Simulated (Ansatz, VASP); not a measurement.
# One calculation of BeS, two programs

INCAR

```
PREC     = Accurate       # precision mode
ENCUT    = 520            # plane-wave cutoff, eV
EDIFF    = 1E-6           # SCF threshold, eV
ISMEAR   = 0              # smearing method
SIGMA    = 0.01           # smearing width, eV
LREAL    = F              # projectors in reciprocal space
LASPH    = T              # aspherical terms in the spheres
NELM     = 100            # most SCF steps
ALGO     = Normal         # electronic algorithm
ISIF     = 2              # what is computed and relaxed
LWAVE    = F              # write WAVECAR
LCHARG   = F              # write CHGCAR
GGA      = PE             # functional
NBANDS   = 11             # bands
```

File KPOINTS:

```
regular mesh
0
Gamma
  12 12 12
```

POSCAR

```
BeS
1.0
    0.0000000000      2.4380427912      2.4380427912
    2.4380427912      0.0000000000      2.4380427912
    2.4380427912      2.4380427912      0.0000000000
Be S
1 1
Direct
    0.0000000000      0.0000000000      0.0000000000
    0.7500000000      0.7500000000      0.7500000000
```

Input for Ansatz:

```yaml
crystal:
  lattice:
    - [0.0, 2.4380427912, 2.4380427912]
    - [2.4380427912, 0.0, 2.4380427912]
    - [2.4380427912, 2.4380427912, 0.0]
  atoms:
    - { symbol: Be, position: [0.0, 0.0, 0.0] }
    - { symbol: S, position: [0.75, 0.75, 0.75] }
basis:
  ecutwfc: 420
  ecutrho_ratio: 4
kpoints:
  mp_grid: { grid: [12, 12, 12] }
hamiltonian:
  xc: pbe
scf:
  occupations: { method: fixed }
  convergence: { dr2_threshold: 1.0e-11 }
output:
  forces: true
  stress: true
  eigenvalues: true
  polarization: {}
```

Alike in both runs: task single point; functional PBE; k mesh 12 × 12 × 12; no spin polarisation.

|  | VASP | Ansatz |
| --- | --- | --- |
| version | VASP 6.6.1 | Ansatz 0.2.0 |
| potentials or method | VASP PAW PBE potentials, release 64 (Be, S), cutoff 520 eV | scalar-relativistic, plane waves, PAW |
| occupations | gaussian, width 0.01 eV | fixed |
| valence electrons in the cell | 8 | 8 |

```csv
,VASP,Ansatz,Ansatz less VASP
gap on the k mesh at the Fermi level (eV),3.15,3.15,-0.001
least direct gap on the mesh (eV),5.68,5.66,-0.018
pressure (GPa),0.0,0.0,-0.01
```
